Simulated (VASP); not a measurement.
A run of VASP 6.6.1 is set up as follows.

INCAR

```
PREC = Accurate
ENCUT = 600
EDIFF = 1E-6
ISMEAR = 0
SIGMA = 0.15
LREAL = F
LASPH = T
NELM = 120
ALGO = Normal
ISIF = 2
LWAVE = F
LCHARG = F
GGA = PE
NBANDS = 30
GGA_COMPAT = F
```

Contents of KPOINTS:

```
regular mesh
0
Gamma
  10 10 12
```

POSCAR

```
IrO2
1.0
    4.5290065512      0.0000000000      0.0000000000
    0.0000000000      4.5290065512      0.0000000000
    0.0000000000      0.0000000000      3.1799569571
Ir O
2 4
Direct
    0.0000000000      0.0000000000      0.0000000000
    0.5000000000      0.5000000000      0.5000000000
    0.3084207551      0.3084207551      0.0000000000
    0.1915792449      0.8084207551      0.5000000000
    0.6915792449      0.6915792449      0.0000000000
    0.8084207551      0.1915792449      0.5000000000
```

Potentials or basis: VASP PAW PBE potentials, release 64 (Ir, O).

Launch:

```sh
$ cat potpaw_PBE.64/Ir/POTCAR potpaw_PBE.64/O/POTCAR > POTCAR
$ mpirun -np 1 vasp_std > vasp.out
```

(1) Predict the pressure.

(2) What does it give for the band gap on the k mesh?

Results:

(1) 2.1 GPa.

(2) zero (band 21 reaches 6.43 eV, above the bottom of band 22 at 5.14 eV).

Caveat: spin-orbit coupling is left out, which moves the levels of the heavy elements.
